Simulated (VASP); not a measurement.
# Sn (I4_1/amd) in VASP: a series of runs

Sn is run at these levels: PBE; tasks: single point.

Everything below comes from runs of VASP 6.6.1. Logs are shortened: lines on timing, memory, paths and dates and some standing lists are left out, and cuts for length are marked.

**1. The cell of the first run**

Symmetry: I4_1/amd, No. 141, tetragonal system. The conventional cell has a = 5.839 Å, b = 5.839 Å, c = 3.188 Å, α = 90.00°, β = 90.00°, γ = 90.00°. Sn (site symmetry -4m2) has 10 Sn at 3.03 to 3.77 Å within 4.0 Å.

**2. Single point, PBE**

Contents of INCAR:

```
PREC = Accurate ; ENCUT = 520
EDIFF = 1E-7 ; ISMEAR = 0
SIGMA = 0.1 ; LREAL = F
LASPH = T ; NELM = 60
ALGO = Fast ; ISIF = 2
LWAVE = F ; LCHARG = F
GGA = PE ; NBANDS = 21
```

Contents of KPOINTS:

```
Automatic mesh
0
Gamma
  6 6 6
```

Contents of POSCAR:

```
Sn
1.0
   -2.9196440750      2.9196440750      1.5938000000
    2.9196440750     -2.9196440750      1.5938000000
    2.9196440750      2.9196440750     -1.5938000000
Sn
2
Direct
    0.0000000000      0.0000000000      0.0000000000
    0.7500000000      0.2500000000      0.5000000000
```

Potentials or basis: VASP PAW PBE potentials, release 64 (Sn_d).

Run with:

```
$ cat potpaw_PBE.64/Sn_d/POTCAR > POTCAR
$ mpirun -np 1 vasp_std > vasp.out
```

OUTCAR:

```text
PREC = Accurate
   ENCUT = 520
   EDIFF = 1E-7
   ISMEAR = 0
   LREAL = F
   LASPH = T
   NELM = 60
   ISIF = 2
   GGA = PE

 ion  position               nearest neighbor table
   1  0.000  0.000  0.000-   2 3.03   2 3.03   2 3.03   2 3.03
   2  0.750  0.250  0.500-   1 3.03   1 3.03   1 3.03   1 3.03

  LATTYP: Found a body centered tetragonal cell.
 ALAT       =     5.8392881500
 C/A-ratio  =     0.5458884573

  Lattice vectors:

 A1 = (  -2.9196440750,   2.9196440750,   1.5938000000)
 A2 = (   2.9196440750,  -2.9196440750,   1.5938000000)
 A3 = (   2.9196440750,   2.9196440750,  -1.5938000000)

Analysis of symmetry for initial positions (statically):
=====================================================================
 Subroutine PRICEL returns:
 Original cell was already a primitive cell.

 Routine SETGRP: Setting up the symmetry group for a
 body centered tetragonal supercell.

 Subroutine GETGRP returns: Found 16 space group operations
 (whereof  8 operations were pure point group operations)
 out of a pool of 16 trial point group operations.

The static configuration has the point symmetry D_2d.
 The point group associated with its full space group is D_4h.

Analysis of symmetry for dynamics (positions and initial velocities):
=====================================================================
 Subroutine PRICEL returns:
 Original cell was already a primitive cell.

 Routine SETGRP: Setting up the symmetry group for a
 body centered tetragonal supercell.

 Subroutine GETGRP returns: Found 16 space group operations
 (whereof  8 operations were pure point group operations)
 out of a pool of 16 trial point group operations.

The dynamic configuration has the point symmetry D_2d.
 The point group associated with its full space group is D_4h.

 Subroutine INISYM returns: Found 16 space group operations
 (whereof  8 operations are pure point group operations),
 and found     1 'primitive' translations

----------------------------------------------------------------------------------------

                                     Primitive cell

  volume of cell :      54.3443

  direct lattice vectors                    reciprocal lattice vectors
    -2.919644075  2.919644075  1.593800000     0.000000000  0.171253751  0.313715648
     2.919644075 -2.919644075  1.593800000     0.171253751  0.000000000  0.313715648
     2.919644075  2.919644075 -1.593800000     0.171253751  0.171253751  0.000000000

  length of vectors
     4.425928320  4.425928320  4.425928320     0.357414822  0.357414822  0.242189378

  position of ions in fractional coordinates (direct lattice)
     0.000000000  0.000000000  0.000000000
     0.750000000  0.250000000  0.500000000

  ion indices of the primitive-cell ions
   primitive index   ion index
                 1           1
                 2           2

----------------------------------------------------------------------------------------

 KPOINTS: Automatic mesh

Automatic generation of k-mesh.
 Grid dimensions read from file:
 generate k-points for:    6    6    6

 Generating k-lattice:

  Cartesian coordinates                     Fractional coordinates (reciprocal lattice)
     0.000000000  0.028542292  0.052285941     0.166666667 -0.000000000  0.000000000
     0.028542292  0.000000000  0.052285941    -0.000000000  0.166666667  0.000000000
     0.028542292  0.028542292  0.000000000     0.000000000  0.000000000  0.166666667

  Length of vectors
     0.059569137  0.059569137  0.040364896

  Shift w.r.t. Gamma in fractional coordinates (k-lattice)
     0.000000000  0.000000000  0.000000000

 Subroutine IBZKPT returns following result:
 ===========================================

 Found     30 irreducible k-points:

 Following reciprocal coordinates:
            Coordinates               Weight
  0.000000  0.000000  0.000000      1.000000
  0.166667  0.000000 -0.000000      8.000000
  0.333333  0.000000 -0.000000      8.000000
  0.500000  0.000000  0.000000      4.000000
  0.166667  0.166667 -0.000000      8.000000
  0.333333  0.166667  0.000000     16.000000
[... 16 lines left out ...]
 -0.333333 -0.333333  0.166667      8.000000
 -0.166667 -0.333333  0.166667      8.000000
 [... further k-points ...]
   k-points           NKPTS =     30   k-points in BZ     NKDIM =     30   number of bands    NBANDS=     21
   number of dos      NEDOS =    301   number of ions     NIONS =      2
   total plane-waves  NPLWV =  46656
   dimension x,y,z NGX =    36 NGY =   36 NGZ =   36
   dimension x,y,z NGXF=    72 NGYF=   72 NGZF=   72
   ions per type =               2
   NGX,Y,Z   is equivalent  to a cutoff of  13.52, 13.52, 13.52 a.u.
   NGXF,Y,Z  is equivalent  to a cutoff of  27.04, 27.04, 27.04 a.u.
 SYSTEM =  unknown system
   PREC   = accura    normal or accurate (medium, high low for compatibility)
   ISTART =      0    job   : 0-new  1-cont  2-samecut
   ICHARG =      2    charge: 1-file 2-atom 10-const
   ISPIN  =      1    spin polarized calculation?
   LNONCOLLINEAR =      F non collinear calculations
   LSORBIT =      F    spin-orbit coupling
   LASPH  =      T    aspherical Exc in radial PAW
   ENCUT  =  520.0 eV  38.22 Ry    6.18 a.u.   8.23  8.23  8.23*2*pi/ulx,y,z
   NELM   =     60;   NELMIN=  2; NELMDL= -5     # of ELM steps
   EDIFF  = 0.1E-06   stopping-criterion for ELM
   LREAL  =      F    real-space projection
   EDIFFG = 0.1E-05   stopping-criterion for IOM
   NSW    =      0    number of steps for IOM
   IBRION =     -1    ionic relax: 0-MD 1-quasi-New 2-CG
   NFREE  =      0    steps in history (QN), initial steepest desc. (CG)
   ISIF   =      2    stress and relaxation
   ISYM   =      2    0-nonsym 1-usesym 2-fastsym
   POTIM  = 0.5000    time-step for ionic-motion
   TEBEG  =    0.0;   TEEND  =   0.0 temperature during run
   PSTRESS=    0.0 pullay stress
   NELECT =      28.0000    total number of electrons
   NUPDOWN=      -1.0000    fix difference up-down
   EMIN   =  10.00;   EMAX   =-10.00  energy-range for DOS
   EFERMI =   0.00;   METHOD = LEGACY
   ISMEAR =     0;   SIGMA  =   0.10  broadening in eV -4-tet -1-fermi 0-gaus
   EFERMI_NEDOS =   21; number of points for ismear=-14 and -15
   IALGO  =     68    algorithm
   IMIX   =      4    mixing-type and parameters
     AMIX     =   0.40;   BMIX     =  1.00
     AMIX_MAG =   1.60;   BMIX_MAG =  1.00
  volume/ion in A,a.u.               =      27.17       183.37
  Fermi-wavevector in a.u.,A,eV,Ry     =   1.312430  2.480134 23.435677  1.722474
  Thomas-Fermi vector in A             =   2.442823
   LORBIT       =      0    0 simple, 1 ext, 2 COOP (PROOUT), +10 PAW based schemes
   GGA     = PE    functional components
   LHFCALC =     F    Hartree Fock is set to
   AEXX    =    0.0000 exact exchange contribution
   IVDW    =     0    specifies the selected vdW correction
   LEPSILON=     F    determine dielectric tensor
   LRPA    =     F    only Hartree local field effects (RPA)
 non-spin polarized calculation
 RMM-DIIS sequential band-by-band and
 Gauss-broadening in eV      SIGMA  =   0.10
  energy-cutoff  :      520.00
  volume of cell :       54.34
 maximum number of plane-waves:      1484
 NGX is ok and might be reduce to    36
   NGX = 17   NGY = 17   NGZ = 17

 number of electron      27.9999999 magnetization

 Free energy of the ion-electron system (eV)
  ---------------------------------------------------
  ext. energy  EPLUGINS =         0.00000000
  ---------------------------------------------------
  free energy    TOTEN  =        -7.58188791 eV

  energy without entropy =       -7.57617264  energy(sigma->0) =       -7.57903027

 E-fermi :   8.1179     XC(G=0): -10.2990

 val. band max:        8.0972596878   @ k =  -0.1667  -0.1667   0.1667
 cond. band min:       8.1345250694   @ k =  -0.1667   0.3333   0.1667
 fundamental gap:      0.0372653816
 Fermi energy:         8.1179112630

 k-point     1 :       0.0000    0.0000    0.0000
  band No.  band energies     occupation
      1     -13.6922      2.00000
      2     -13.6178      2.00000
      3     -13.5660      2.00000
      4     -13.5636      2.00000
      5     -13.4141      2.00000
      6     -13.4141      2.00000
[... 13 lines left out ...]
     20      17.8297      0.00000
     21      18.4805      0.00000

 k-point     2 :       0.1667    0.0000   -0.0000
  band No.  band energies     occupation
      1     -13.6755      2.00000
      2     -13.5691      2.00000
      3     -13.5473      2.00000
      4     -13.5108      2.00000
      5     -13.4451      2.00000
      6     -13.4297      2.00000
[... 13 lines left out ...]
     20      16.0493      0.00000
     21      16.4200      0.00000

 k-point     3 :       0.3333    0.0000   -0.0000
  band No.  band energies     occupation
      1     -13.6398      2.00000
      2     -13.5222      2.00000
      3     -13.5175      2.00000
      4     -13.5066      2.00000
      5     -13.4776      2.00000
      6     -13.4447      2.00000
[... 13 lines left out ...]
     20      14.6058      0.00000
     21      17.4492      0.00000

 k-point     4 :       0.5000    0.0000    0.0000
  band No.  band energies     occupation
      1     -13.6197      2.00000
      2     -13.5529      2.00000
      3     -13.5358      2.00000
      4     -13.4981      2.00000
      5     -13.4619      2.00000
      6     -13.4597      2.00000
[... 13 lines left out ...]
     20      17.5703      0.00000
     21      17.8336      0.00000

 k-point     5 :       0.1667    0.1667   -0.0000
  band No.  band energies     occupation
      1     -13.6520      2.00000
      2     -13.5254      2.00000
      3     -13.5202      2.00000
      4     -13.4756      2.00000
      5     -13.4682      2.00000
      6     -13.4578      2.00000
[... 13 lines left out ...]
     20      15.3554      0.00000
     21      15.7104      0.00000

 k-point     6 :       0.3333    0.1667    0.0000
  band No.  band energies     occupation
      1     -13.6307      2.00000
      2     -13.5488      2.00000
      3     -13.5207      2.00000
      4     -13.4875      2.00000
      5     -13.4783      2.00000
      6     -13.4457      2.00000
[... 13 lines left out ...]
     20      16.7615      0.00000
     21      17.5464      0.00000

 k-point     7 :       0.5000    0.1667    0.0000
  band No.  band energies     occupation
      1     -13.6145      2.00000
      2     -13.5458      2.00000
      3     -13.5299      2.00000
      4     -13.4888      2.00000
      5     -13.4660      2.00000
      6     -13.4382      2.00000
[... 13 lines left out ...]
     20      16.4023      0.00000
     21      17.0913      0.00000
[... 291 lines left out ...]
      1     -13.6242      2.00000
      2     -13.6242      2.00000
      3     -13.5117      2.00000
      4     -13.5117      2.00000
      5     -13.4305      2.00000
      6     -13.4305      2.00000
[... 13 lines left out ...]
     20      18.1441      0.00000
     21      19.0126      0.00000

 k-point    21 :      -0.3333    0.5000    0.1667
  band No.  band energies     occupation
      1     -13.5962      2.00000
      2     -13.5855      2.00000
      3     -13.5246      2.00000
      4     -13.4679      2.00000
      5     -13.4546      2.00000
      6     -13.4159      2.00000
[... 13 lines left out ...]
     20      18.2961      0.00000
     21      19.4284      0.00000

 k-point    22 :      -0.1667    0.5000    0.1667
  band No.  band energies     occupation
      1     -13.6016      2.00000
      2     -13.5377      2.00000
      3     -13.5072      2.00000
      4     -13.5002      2.00000
      5     -13.4526      2.00000
      6     -13.4455      2.00000
[... 13 lines left out ...]
     20      18.2778      0.00000
     21      18.3832      0.00000

 k-point    23 :      -0.3333   -0.3333    0.1667
  band No.  band energies     occupation
      1     -13.6024      2.00000
      2     -13.5345      2.00000
      3     -13.4793      2.00000
      4     -13.4723      2.00000
      5     -13.4644      2.00000
      6     -13.4423      2.00000
[... 13 lines left out ...]
     20      17.8545      0.00000
     21      18.7826      0.00000

 k-point    24 :      -0.1667   -0.3333    0.1667
  band No.  band energies     occupation
      1     -13.6282      2.00000
      2     -13.5277      2.00000
      3     -13.5168      2.00000
      4     -13.4864      2.00000
      5     -13.4782      2.00000
      6     -13.4597      2.00000
[... 13 lines left out ...]
     20      17.1418      0.00000
     21      18.9536      0.00000

 [... further k-points ...]

------------------------ aborting loop because EDIFF is reached ----------------------------------------

  FORCE on cell =-STRESS in cart. coord.  units (eV):
  Direction    XX          YY          ZZ          XY          YZ          ZX
  --------------------------------------------------------------------------------------
  -------------------------------------------------------------------------------------
  Total        1.0019630      1.0019630      0.3020195      0.0000000      0.0000000     -0.0000000
  in kB       29.5398727     29.5398727      8.9041393      0.0000000      0.0000000     -0.0000000
  external PRESSURE =      22.6612949 kB  Pullay stress =       0.0000000 kB

 VOLUME and BASIS-vectors are now :
 -----------------------------------------------------------------------------
  energy-cutoff  :      520.00
  volume of cell :       54.34
      direct lattice vectors                 reciprocal lattice vectors
    -2.919644075  2.919644075  1.593800000     0.000000000  0.171253751  0.313715648
     2.919644075 -2.919644075  1.593800000     0.171253751  0.000000000  0.313715648
     2.919644075  2.919644075 -1.593800000     0.171253751  0.171253751  0.000000000

 POSITION                                       TOTAL-FORCE (eV/Angst)
 -----------------------------------------------------------------------------------
      0.00000      0.00000      0.00000        -0.000000      0.000000      0.000000
      0.00000      2.91964      0.79690         0.000000     -0.000000     -0.000000
 -----------------------------------------------------------------------------------
    total drift:                               -0.000000      0.000000     -0.000000

  FREE ENERGIE OF THE ION-ELECTRON SYSTEM (eV)
  ---------------------------------------------------
  free  energy   TOTEN  =        -7.5818879076 eV

  energy  without entropy=       -7.5761726357  energy(sigma->0) =       -7.57903027
```

Wall time 42 s (1 thread of Intel Xeon 6975P-C, shared host); peak memory 0.21 GiB.

What came out:

```yaml
Free_energy: -7.5819 eV
Pressure: 2.3 GPa
Band_gap_on_the_k_mesh: zero (band 14 reaches 9.02 eV, above the bottom of band 15 at 5.14 eV)
```

Caveat: the k points lie up to 0.37 Å⁻¹ apart; spin-orbit coupling is left out, which moves the levels of the heavy elements.

(Part 1 of 2 ends here.)
